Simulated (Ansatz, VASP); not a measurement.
Pb: VASP beside Ansatz

```
Pb
1.0
     0.00000    3.41190    3.41190
     3.41190    0.00000    3.41190
     3.41190    3.41190    0.00000
Pb
2
Cartesian
  -0.8530 -0.8530 -0.8530
  0.8530 0.8530 0.8530
```

Alike in both runs: functional LDA; k mesh 11 × 11 × 11; occupations fermi-dirac, width 0.05 eV; no spin polarisation.

Ansatz relaxed the structure, and its values are those at the end. VASP's run is a single point on that final structure, the one shown.

|  | VASP | Ansatz |
| --- | --- | --- |
| version | VASP 6.6.1 | Ansatz 0.2.0 |
| potentials or method | VASP PAW LDA potentials, release 64 (Pb_d) | PAW with Ansatz's default frozen-core files, scalar-relativistic |
| plane-wave cutoff (eV) | 520 | 420 |
| valence electrons in the cell | 28 | 28 |

```csv
,VASP,Ansatz,Ansatz less VASP
pressure (GPa),0.0,0.0,-0.03
```

LDA's correlation is that of Perdew and Zunger in VASP and of Perdew and Wang (1992) in Ansatz.

Neither program's run includes spin-orbit coupling.
